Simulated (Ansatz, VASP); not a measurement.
# Two plane-wave programs on C

```
CELL_PARAMETERS angstrom
1.23244 0.71155 6.72662
-1.23244 0.71155 6.72662
0.00000 -1.42310 6.72662
ATOMIC_POSITIONS crystal
C 0.08115 0.08115 0.08115
C 0.91885 0.91885 0.91885
C 0.25216 0.25216 0.25216
C 0.74784 0.74784 0.74784
```

Change from the starting cell: strain +0.000 along x and y, -0.030 along z, atoms carried along.

Alike in both runs: task single point; functional PBE; dispersion D3(BJ); k mesh 18 × 18 × 18; occupations gaussian, width 0.03 eV; no spin polarisation.

```csv
,VASP,Ansatz
version,VASP 6.6.1,Ansatz 0.2.0
potentials or method,"VASP PAW PBE potentials, release 64 (C), cutoff 520 eV","scalar-relativistic, plane waves, PAW"
valence electrons in the cell,16,16
```

|  | VASP | Ansatz | Ansatz less VASP |
| --- | --- | --- | --- |
| gap on the k mesh at the Fermi level (eV) | 0.30 | 0.30 | -0.001 |
| least direct gap on the mesh (eV) | 0.30 | 0.30 | -0.001 |
| pressure (GPa) | 0.7 | 0.3 | -0.45 |
| traceless stress, the component that is largest in VASP (GPa) | 0.34 | 0.87 | +0.528 |
